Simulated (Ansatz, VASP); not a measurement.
# Two plane-wave programs on InSe

```
CELL_PARAMETERS angstrom
4.03236 0.00000 0.00000
-2.01618 3.49213 0.00000
0.00000 0.00000 16.76325
ATOMIC_POSITIONS crystal
In 0.33333 0.66667 0.16667
In 0.66667 0.33333 0.66667
In 0.33333 0.66667 0.33333
In 0.66667 0.33333 0.83333
Se 0.33333 0.66667 0.58991
Se 0.66667 0.33333 0.08991
Se 0.33333 0.66667 0.91009
Se 0.66667 0.33333 0.41009
```

Alike in both runs: functional PBE; dispersion D3(BJ); k mesh 10 × 10 × 3; no spin polarisation.

Ansatz relaxed the structure, and its values are those at the end. VASP's run is a single point on that final structure, the one shown.

|  | VASP | Ansatz |
| --- | --- | --- |
| version | VASP 6.6.1 | Ansatz 0.2.0 |
| potentials or method | VASP PAW PBE potentials, release 64 (In_d, Se) | scalar-relativistic, plane waves, PAW |
| plane-wave cutoff (eV) | 520 | 420 |
| occupations | gaussian, width 0.01 eV | fixed |
| valence electrons in the cell | 76 | 116 |

Ansatz gave:

```
gap on the k mesh at the Fermi level (eV) : 0.37
least direct gap on the mesh (eV)         : 0.37
pressure (GPa)                            : 0.0
rms of the force components (eV/Å)        : 0.000
```

Problem. Estimate VASP's values.

Solution. gap on the k mesh at the Fermi level (eV): 0.35; least direct gap on the mesh (eV): 0.35; pressure (GPa): 0.0; rms of the force components (eV/Å): 0.008.

VASP's potentials hold 76 valence electrons a cell and Ansatz's 116, so a difference there can come from the potentials and not from the codes. Ansatz's warnings: metallic iterate.
